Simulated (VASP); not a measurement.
## MgO5: single point with PBE

The system is MgO5.

```
CELL_PARAMETERS angstrom
2.29442 1.32469 4.55593
-2.29442 1.32469 4.55593
0.00000 -2.64937 4.55593
ATOMIC_POSITIONS crystal
Mg 0.50000 0.50000 0.50000
O 0.32882 0.00000 0.67118
O 0.16588 0.16588 0.16588
O 0.67118 0.32882 0.00000
O 0.00000 0.67118 0.32882
O 0.83412 0.83412 0.83412
```

* Program: VASP 6.6.1
* Task: single point
* Functional: PBE
* Potentials or basis: VASP PAW PBE potentials, release 64 (Mg, O)
* Cutoff: 520 eV
* k mesh: 6 × 6 × 6
* Occupations: gaussian, width 0.1 eV
* Spin: no spin polarisation

The pressure is -21.1 GPa, the largest force is 0.197 eV/Å and the band gap on the k mesh is zero (band 16 reaches -1.29 eV, above the bottom of band 17 at -1.56 eV).

Forces in eV/Å, atoms in the order of the input:
```
Mg   0.000  0.000  0.000
O    0.099  0.171  0.000
O    0.000  0.000  0.191
O   -0.197  0.000  0.000
O    0.099 -0.171  0.000
O    0.000  0.000 -0.191
```

Stress tensor (GPa, compression positive):
```
-21.75   0.00   0.00
  0.00 -21.75   0.00
  0.00   0.00 -19.85
```

Levels at points of the mesh, in eV from the Fermi level:
```csv
k point,band 12,band 13,band 14,band 15,band 16,band 17,band 18,band 19,band 20,band 21
"(0.00, 0.00, 0.00)",-1.74,-0.77,-0.77,0.04,0.13,0.13,0.51,0.73,0.73,4.27
"(0.50, 0.00, 0.00)",-1.20,-0.51,-0.23,-0.12,0.00,0.06,0.16,0.30,0.42,6.03
"(0.50, 0.50, 0.00)",-1.10,-0.78,-0.43,-0.15,-0.07,0.03,0.17,0.27,0.29,6.33
"(0.50, 0.50, 0.50)",-1.57,-1.09,-0.66,-0.66,-0.30,-0.13,-0.13,0.72,0.72,5.70
```

It took 76 s on 1 thread of Intel(R) Xeon(R) Platinum 8488C (Sapphire Rapids) (shared host), peak memory 0.25 GiB.
